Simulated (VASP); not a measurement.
Set up this calculation in VASP 6.6.1, as the native input.

```yaml
Task: single point
Functional: revPBE
Potentials_or_basis: VASP PAW PBE potentials, release 64 (Al, Ru_pv)
Cutoff: 520 eV
k_mesh: 9 × 9 × 9
Occupations: methfessel-paxton, width 0.15 eV
Spin: no spin polarisation
Dipole_correction: no
Further_INCAR_settings: ALGO = Normal; EDIFF = 1e-07; NBANDS = 16
```

The structure of AlRu lies in POSCAR:

```
AlRu
1.0
    2.9916000000      0.0000000000      0.0000000000
    0.0000000000      2.9916000000      0.0000000000
    0.0000000000      0.0000000000      2.9916000000
Al Ru
1 1
Direct
    0.0000000000      0.0000000000      0.0000000000
    0.5000000000      0.5000000000      0.5000000000
```

One way to write it, as run:

INCAR

```
SYSTEM = AlRu
PREC = Accurate
ENCUT = 520
EDIFF = 1E-7
ISMEAR = 1
SIGMA = 0.15
LREAL = .FALSE.
LASPH = .TRUE.
NELM = 80
ALGO = Normal
ISIF = 2
LWAVE = .FALSE.
LCHARG = .FALSE.
GGA = RE
NBANDS = 16
```

KPOINTS

```
Automatic mesh
0
G
  9 9 9
  0 0 0
```

Potentials or basis: VASP PAW PBE potentials, release 64 (Al, Ru_pv).

Launch:

```bash
$ cat potpaw_PBE.64/Al/POTCAR potpaw_PBE.64/Ru_pv/POTCAR > POTCAR
$ mpirun -np 1 vasp_std > vasp.out
```

Results of the run:

The pressure is 5.0 GPa.

Caveat: the PAW data sets were made with another functional, which shifts forces and pressure a little.

Run time: 15 s on 1 thread of Intel Xeon 8259CL, on a shared host, peak memory 0.14 GiB.
